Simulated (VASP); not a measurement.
Write the native input for VASP 6.6.1 that does the following.

| Quantity | Value |
| --- | --- |
| Task | density of states |
| Functional | LDA |
| Potentials or basis | VASP PAW LDA potentials, release 64 (Ni) |
| Cutoff | 520 eV |
| k mesh | 16 × 16 × 16 |
| Occupations | fermi-dirac, width 0.1 eV |
| Spin | collinear spin, ferromagnetic start |
| Starting moments | [0.6] μB |
| Dipole correction | no |
| k mesh for the DOS | 24 × 24 × 24 |
| Occupations for the DOS | tetrahedron |
| Further INCAR settings | ALGO = Normal; EDIFF = 1e-07; NBANDS = 15 |

The system is Ni.

```xyz
1
Lattice="0.0000 1.7619 1.7619 1.7619 0.0000 1.7619 1.7619 1.7619 0.0000" Properties=species:S:1:pos:R:3 pbc="T T T"
Ni    0.0000    0.0000    0.0000
```

These files were run (other wordings do the same):

POSCAR

```
Ni
1.0
    0.0000000000      1.7619350000      1.7619350000
    1.7619350000      0.0000000000      1.7619350000
    1.7619350000      1.7619350000      0.0000000000
Ni
1
Direct
    0.0000000000      0.0000000000      0.0000000000
```

INCAR.step1

```
PREC = Accurate ; ENCUT = 520
EDIFF = 1E-7 ; ISMEAR = -1
SIGMA = 0.1 ; LREAL = False
LASPH = True ; NELM = 150
ALGO = Normal ; ISIF = 2
LWAVE = False ; LCHARG = True
ISPIN = 2 ; MAGMOM = 0.6
LMAXMIX = 4 ; GGA = CA
NBANDS = 15
```

KPOINTS.step1

```
regular mesh
0
Gamma
  16 16 16
```

INCAR.step2

```
PREC = Accurate ; ENCUT = 520
EDIFF = 1E-7 ; ISMEAR = -5
SIGMA = 0.1 ; LREAL = False
LASPH = True ; NELM = 150
ALGO = Normal ; ISIF = 2
LWAVE = False ; LCHARG = False
ISPIN = 2 ; MAGMOM = 0.6
LORBIT = 10 ; LMAXMIX = 4
GGA = CA ; NBANDS = 15
NEDOS = 1001 ; ICHARG = 11
```

KPOINTS.step2

```
regular mesh
0
Gamma
  24 24 24
```

Potentials or basis: VASP PAW LDA potentials, release 64 (Ni).

Launch:

```sh
$ cat potpaw_LDA.64/Ni/POTCAR > POTCAR
$ cp INCAR.step1 INCAR
$ cp KPOINTS.step1 KPOINTS
$ mpirun -np 1 vasp_std > vasp.out
$ cp INCAR.step2 INCAR
$ cp KPOINTS.step2 KPOINTS
$ mpirun -np 1 vasp_std > vasp.out
```

Results of the run:

```yaml
Net_moment: 0.57 μB per cell
Site_moments: Ni +0.59 μB
Valence_electrons_inside_the_program's_atomic_spheres: Ni 9.31
```

Run time: 56 s on 1 thread of Intel(R) Xeon(R) 6975P-C (Granite Rapids), with other jobs on the host, peak memory 0.2 GiB.
